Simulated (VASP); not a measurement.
# TiO2 (P3_121) in VASP: further runs

Runs on TiO2. Level: r2SCAN. Tasks: single point.

All numbers are computed with VASP 6.6.1; they aren't measurements. Logs are shortened: lines on timing, memory, paths and dates and some standing lists are left out, and cuts for length are marked.

## (1) The cell of the first run

It takes space group P3_121 (No. 152, trigonal). Conventional cell: a = 5.562 Å, b = 5.562 Å, c = 6.060 Å, α = 90.00°, β = 90.00°, γ = 120.00°. Within 2.4 Å of Ti (site symmetry 2) lie 4 O at 1.84 Å. O (site symmetry 1) has 2 Ti at 1.84 Å within 2.4 Å.

## (2) Single point, r2SCAN (atoms displaced along a vibrational mode)

File POSCAR:

```
TiO2
1.0
    5.5619878339      0.0000000000      0.0000000000
   -2.7809939170      4.8168227597      0.0000000000
    0.0000000000      0.0000000000      6.0602250626
Ti O
3 6
Direct
    0.4669957825      0.0000000000      0.3333333333
    0.0000000000      0.4669957825      0.6666666667
    0.5330042175      0.5330042175      0.0000000000
    0.3996535091      0.2663137313      0.2183162919
    0.7336862687      0.1333397778      0.5516496253
    0.8666602222      0.6003464909      0.8849829586
    0.2663137313      0.3996535091      0.7816837081
    0.1333397778      0.7336862687      0.4483503747
    0.6003464909      0.8666602222      0.1150170414
```

File INCAR.step1:

```
ALGO     = Normal         # electronic algorithm
EDIFF    = 1E-4           # SCF threshold, eV
ENCUT    = 520            # plane-wave cutoff, eV
GGA      = PE             # functional
ISMEAR   = 0              # smearing method
LASPH    = True           # aspherical terms in the spheres
LCHARG   = False          # write CHGCAR
LREAL    = False          # projectors in reciprocal space
LWAVE    = True           # write WAVECAR
NBANDS   = 46             # bands
NELM     = 60             # most SCF steps
PREC     = Accurate       # precision mode
SIGMA    = 0.05           # smearing width, eV
```

File INCAR.step2:

```
ALGO     = Normal         # electronic algorithm
EDIFF    = 1E-7           # SCF threshold, eV
ENCUT    = 520            # plane-wave cutoff, eV
ISIF     = 2              # what is computed and relaxed
ISMEAR   = 0              # smearing method
ISTART   = 1            
LASPH    = True           # aspherical terms in the spheres
LCHARG   = True           # write CHGCAR
LELF     = True           # ELF
LMIXTAU  = True         
LREAL    = False          # projectors in reciprocal space
LVHAR    = True         
LWAVE    = False          # write WAVECAR
METAGGA  = R2SCAN         # meta-GGA
NBANDS   = 46             # bands
NELM     = 60             # most SCF steps
PREC     = Accurate       # precision mode
SIGMA    = 0.05           # smearing width, eV
```

File KPOINTS:

```
k-points
0
Gamma
  6 6 4
```

Potentials or basis: VASP PAW PBE potentials, release 64 (Ti_sv, O).

On the command line:

```bash
> cat potpaw_PBE.64/Ti_sv/POTCAR potpaw_PBE.64/O/POTCAR > POTCAR
> cp INCAR.step1 INCAR
> mpirun -np 1 vasp_std > vasp.out
> cp INCAR.step2 INCAR
> mpirun -np 1 vasp_std > vasp.out
```

OUTCAR:

```text
EDIFF = 1E-7
   ENCUT = 520
   ISIF = 2
   ISMEAR = 0
   ISTART = 1
   LASPH = True
   LREAL = False
   METAGGA = R2SCAN
   NELM = 60
   PREC = Accurate

 ion  position               nearest neighbor table
   1  0.467  0.000  0.333-   8 1.84   4 1.84   9 1.84   5 1.84
   2  0.000  0.467  0.667-   5 1.84   7 1.84   6 1.84   8 1.84
   3  0.533  0.533  0.000-   6 1.84   9 1.84   7 1.84   4 1.84
   4  0.400  0.266  0.218-   1 1.84   3 1.84
   5  0.734  0.133  0.552-   2 1.84   1 1.84
   6  0.867  0.600  0.885-   3 1.84   2 1.84
   7  0.266  0.400  0.782-   2 1.84   3 1.84
   8  0.133  0.734  0.448-   1 1.84   2 1.84
   9  0.600  0.867  0.115-   3 1.84   1 1.84

  LATTYP: Found a hexagonal cell.
 ALAT       =     5.5619878339
 C/A-ratio  =     1.0895789857

  Lattice vectors:

 A1 = (   5.5619878339,   0.0000000000,   0.0000000000)
 A2 = (  -2.7809939170,   4.8168227597,   0.0000000000)
 A3 = (   0.0000000000,   0.0000000000,   6.0602250626)

Analysis of symmetry for initial positions (statically):
=====================================================================
 Subroutine PRICEL returns:
 Original cell was already a primitive cell.

 Routine SETGRP: Setting up the symmetry group for a
 hexagonal supercell.

 Subroutine GETGRP returns: Found  6 space group operations
 (whereof  2 operations were pure point group operations)
 out of a pool of 24 trial point group operations.

The static configuration has the point symmetry C_2 .
 The point group associated with its full space group is D_3 .

Analysis of symmetry for dynamics (positions and initial velocities):
=====================================================================
 Subroutine PRICEL returns:
 Original cell was already a primitive cell.

 Routine SETGRP: Setting up the symmetry group for a
 hexagonal supercell.

 Subroutine GETGRP returns: Found  6 space group operations
 (whereof  2 operations were pure point group operations)
 out of a pool of 24 trial point group operations.

The dynamic configuration has the point symmetry C_2 .
 The point group associated with its full space group is D_3 .

 Subroutine INISYM returns: Found  6 space group operations
 (whereof  2 operations are pure point group operations),
 and found     1 'primitive' translations

----------------------------------------------------------------------------------------

                                     Primitive cell

  volume of cell :     162.3602

  direct lattice vectors                    reciprocal lattice vectors
     5.561987834  0.000000000  0.000000000     0.179791835  0.103802864  0.000000000
    -2.780993917  4.816822760  0.000000000     0.000000000  0.207605729  0.000000000
     0.000000000  0.000000000  6.060225063     0.000000000  0.000000000  0.165010373

  length of vectors
     5.561987834  5.561987834  6.060225063     0.207605729  0.207605729  0.165010373

  position of ions in fractional coordinates (direct lattice)
     0.466995782  0.000000000  0.333333333
     1.000000000  0.466995782  0.666666667
     0.533004218  0.533004218  0.000000000
     0.399653509  0.266313731  0.218316292
     0.733686269  0.133339778  0.551649625
     0.866660222  0.600346491  0.884982959
     0.266313731  0.399653509  0.781683708
     0.133339778  0.733686269  0.448350375
     0.600346491  0.866660222  0.115017041

  ion indices of the primitive-cell ions
   primitive index   ion index
                 1           1
                 2           2
                 3           3
                 4           4
                 5           5
                 6           6
                 7           7
                 8           8
                 9           9

----------------------------------------------------------------------------------------

 KPOINTS: k-points

Automatic generation of k-mesh.
 Grid dimensions read from file:
 generate k-points for:    6    6    4

 Generating k-lattice:

  Cartesian coordinates                     Fractional coordinates (reciprocal lattice)
     0.029965306  0.017300477  0.000000000     0.166666667 -0.000000000  0.000000000
     0.000000000  0.034600955  0.000000000     0.000000000  0.166666667  0.000000000
     0.000000000  0.000000000  0.041252593     0.000000000  0.000000000  0.250000000

  Length of vectors
     0.034600955  0.034600955  0.041252593

  Shift w.r.t. Gamma in fractional coordinates (k-lattice)
     0.000000000  0.000000000  0.000000000

 Subroutine IBZKPT returns following result:
 ===========================================

 Found     24 irreducible k-points:

 Following reciprocal coordinates:
            Coordinates               Weight
  0.000000  0.000000  0.000000      1.000000
  0.166667  0.000000  0.000000      6.000000
  0.333333  0.000000  0.000000      6.000000
  0.500000  0.000000  0.000000      3.000000
  0.166667  0.166667  0.000000      6.000000
  0.333333  0.166667  0.000000     12.000000
[... 16 lines left out ...]
  0.333333  0.166667  0.500000     12.000000
  0.333333  0.333333  0.500000      2.000000
   k-points           NKPTS =     24   k-points in BZ     NKDIM =     24   number of bands    NBANDS=     46
   number of dos      NEDOS =    301   number of ions     NIONS =      9
   total plane-waves  NPLWV =  84672
   dimension x,y,z NGX =    42 NGY =   42 NGZ =   48
   dimension x,y,z NGXF=    84 NGYF=   84 NGZF=   96
   ions per type =               3   6
   NGX,Y,Z   is equivalent  to a cutoff of  12.55, 12.55, 13.17 a.u.
   NGXF,Y,Z  is equivalent  to a cutoff of  25.11, 25.11, 26.34 a.u.
 SYSTEM =  unknown system
   PREC   = accura    normal or accurate (medium, high low for compatibility)
   ISTART =      1    job   : 0-new  1-cont  2-samecut
   ICHARG =      0    charge: 1-file 2-atom 10-const
   ISPIN  =      1    spin polarized calculation?
   LNONCOLLINEAR =      F non collinear calculations
   LSORBIT =      F    spin-orbit coupling
   LASPH  =      T    aspherical Exc in radial PAW
   ENCUT  =  520.0 eV  38.22 Ry    6.18 a.u.  10.34 10.34 11.27*2*pi/ulx,y,z
   NELM   =     60;   NELMIN=  2; NELMDL=  0     # of ELM steps
   EDIFF  = 0.1E-06   stopping-criterion for ELM
   LREAL  =      F    real-space projection
   EDIFFG = 0.1E-05   stopping-criterion for IOM
   NSW    =      0    number of steps for IOM
   IBRION =     -1    ionic relax: 0-MD 1-quasi-New 2-CG
   NFREE  =      0    steps in history (QN), initial steepest desc. (CG)
   ISIF   =      2    stress and relaxation
   ISYM   =      2    0-nonsym 1-usesym 2-fastsym
   POTIM  = 0.5000    time-step for ionic-motion
   TEBEG  =    0.0;   TEEND  =   0.0 temperature during run
   PSTRESS=    0.0 pullay stress
   NELECT =      72.0000    total number of electrons
   NUPDOWN=      -1.0000    fix difference up-down
   EMIN   =  10.00;   EMAX   =-10.00  energy-range for DOS
   EFERMI =   0.00;   METHOD = LEGACY
   ISMEAR =     0;   SIGMA  =   0.05  broadening in eV -4-tet -1-fermi 0-gaus
   EFERMI_NEDOS =   21; number of points for ismear=-14 and -15
   IALGO  =     38    algorithm
   IMIX   =      4    mixing-type and parameters
     AMIX     =   0.40;   BMIX     =  1.00
     AMIX_MAG =   1.60;   BMIX_MAG =  1.00
  volume/ion in A,a.u.               =      18.04       121.74
  Fermi-wavevector in a.u.,A,eV,Ry     =   1.248416  2.359163 21.205244  1.558541
  Thomas-Fermi vector in A             =   2.382503
   LORBIT       =      0    0 simple, 1 ext, 2 COOP (PROOUT), +10 PAW based schemes
   METAGGA = R2SCAN    functional components
   LHFCALC =     F    Hartree Fock is set to
   AEXX    =    0.0000 exact exchange contribution
   IVDW    =     0    specifies the selected vdW correction
   LEPSILON=     F    determine dielectric tensor
   LRPA    =     F    only Hartree local field effects (RPA)
 non-spin polarized calculation
 Gauss-broadening in eV      SIGMA  =   0.05
  energy-cutoff  :      520.00
  volume of cell :      162.36
 maximum number of plane-waves:      4433
 NGX is ok and might be reduce to    42
   NGX = 21   NGY = 21   NGZ = 23

 number of electron      72.0000016 magnetization

 Free energy of the ion-electron system (eV)
  ---------------------------------------------------
  ext. energy  EPLUGINS =         0.00000000
  ---------------------------------------------------
  free energy    TOTEN  =      -103.22313417 eV

  energy without entropy =     -103.22313417  energy(sigma->0) =     -103.22313417

 E-fermi :  -0.9811     XC(G=0):  -8.6673

 val. band max:       -1.3389156592   @ k =   0.5000   0.0000   0.0000
 cond. band min:       2.6621247035   @ k =   0.0000   0.0000   0.0000
 fundamental gap:      4.0010403628
 Fermi energy:        -0.9811260093

 k-point     1 :       0.0000    0.0000    0.0000
  band No.  band energies     occupation
      1     -58.9458      2.00000
      2     -58.9325      2.00000
      3     -58.9325      2.00000
      4     -34.2963      2.00000
      5     -34.2735      2.00000
      6     -34.2735      2.00000
[... 38 lines left out ...]
     45       4.3435      0.00000
     46       4.7194      0.00000

 k-point     2 :       0.1667    0.0000    0.0000
  band No.  band energies     occupation
      1     -58.9450      2.00000
      2     -58.9333      2.00000
      3     -58.9325      2.00000
      4     -34.2952      2.00000
      5     -34.2767      2.00000
      6     -34.2759      2.00000
[... 38 lines left out ...]
     45       4.4763      0.00000
     46       4.7804      0.00000

 k-point     3 :       0.3333    0.0000    0.0000
  band No.  band energies     occupation
      1     -58.9430      2.00000
      2     -58.9353      2.00000
      3     -58.9325      2.00000
      4     -34.2928      2.00000
      5     -34.2826      2.00000
      6     -34.2798      2.00000
[... 38 lines left out ...]
     45       4.6657      0.00000
     46       4.9353      0.00000

 k-point     4 :       0.5000    0.0000    0.0000
  band No.  band energies     occupation
      1     -58.9414      2.00000
      2     -58.9370      2.00000
      3     -58.9325      2.00000
      4     -34.2913      2.00000
      5     -34.2853      2.00000
      6     -34.2817      2.00000
[... 920 lines left out ...]
     45       4.5525      0.00000
     46       5.3210      0.00000

 k-point    23 :       0.3333    0.1667    0.5000
  band No.  band energies     occupation
      1     -58.9414      2.00000
      2     -58.9370      2.00000
      3     -58.9325      2.00000
      4     -34.2964      2.00000
      5     -34.2806      2.00000
      6     -34.2792      2.00000
[... 38 lines left out ...]
     45       4.6925      0.00000
     46       5.0791      0.00000

 k-point    24 :       0.3333    0.3333    0.5000
  band No.  band energies     occupation
      1     -58.9414      2.00000
      2     -58.9348      2.00000
      3     -58.9348      2.00000
      4     -34.2980      2.00000
      5     -34.2806      2.00000
      6     -34.2806      2.00000
[... 38 lines left out ...]
     45       4.6406      0.00000
     46       4.9730      0.00000

------------------------ aborting loop because EDIFF is reached ----------------------------------------

  FORCE on cell =-STRESS in cart. coord.  units (eV):
  Direction    XX          YY          ZZ          XY          YZ          ZX
  --------------------------------------------------------------------------------------
  -------------------------------------------------------------------------------------
  Total       -5.3326377     -5.3326377     -4.4583090      0.0000000     -0.0000000     -0.0000000
  in kB      -52.6227101    -52.6227101    -43.9947944      0.0000000     -0.0000000     -0.0000000
  external PRESSURE =     -49.7467382 kB  Pullay stress =       0.0000000 kB

 VOLUME and BASIS-vectors are now :
 -----------------------------------------------------------------------------
  energy-cutoff  :      520.00
  volume of cell :      162.36
      direct lattice vectors                 reciprocal lattice vectors
     5.561987834  0.000000000  0.000000000     0.179791835  0.103802864  0.000000000
    -2.780993917  4.816822760  0.000000000     0.000000000  0.207605729  0.000000000
     0.000000000  0.000000000  6.060225063     0.000000000  0.000000000  0.165010373

 POSITION                                       TOTAL-FORCE (eV/Angst)
 -----------------------------------------------------------------------------------
      2.59742      0.00000      2.02008        -0.153382      0.000000     -0.000000
     -1.29871      2.24944      4.04015         0.076691     -0.132833     -0.000000
      1.48228      2.56739      0.00000         0.076691      0.132833     -0.000000
      1.48225      1.28279      1.32305         0.732930      0.234007     -0.216264
      3.70994      0.64227      3.34312        -0.569121      0.517732     -0.216264
      3.15079      2.89176      5.36320        -0.163809     -0.751739     -0.216264
      0.36980      1.92506      4.73718        -0.163809      0.751739      0.216264
     -1.29874      3.53404      2.71710         0.732930     -0.234007      0.216264
      0.92894      4.17455      0.69703        -0.569121     -0.517732      0.216264
 -----------------------------------------------------------------------------------
    total drift:                                0.000003      0.000004     -0.000000

  FREE ENERGIE OF THE ION-ELECTRON SYSTEM (eV)
  ---------------------------------------------------
  free  energy   TOTEN  =      -103.2231341668 eV

  energy  without entropy=     -103.2231341668  energy(sigma->0) =     -103.22313417
```

Run time: 17 min. Hardware: 1 thread of Intel Xeon 8259CL, shared host; peak memory 0.39 GiB.

Results:

```
Free energy            : -103.2231 eV
Pressure               : -5.0 GPa
Largest force          : 0.799 eV/Å
Band gap on the k mesh : 4.00 eV (least direct gap 4.08 eV)
```

Forces on the atoms (eV/Å):
```
Ti  -0.153  0.000  0.000
Ti   0.077 -0.133  0.000
Ti   0.077  0.133  0.000
O    0.733  0.234 -0.216
O   -0.569  0.518 -0.216
O   -0.164 -0.752 -0.216
O   -0.164  0.752  0.216
O    0.733 -0.234  0.216
O   -0.569 -0.518  0.216
```

Stress tensor (GPa, compression positive):
```
-5.26  0.00  0.00
 0.00 -5.26  0.00
 0.00  0.00 -4.40
```

Caveat: the cell differs from its parent crystal (atoms displaced along a vibrational mode); the cell stands under tension; the PAW data sets were made with another functional, which shifts forces and pressure a little. A k mesh can miss the band edges.

(Part 1 of 2 ends here.)
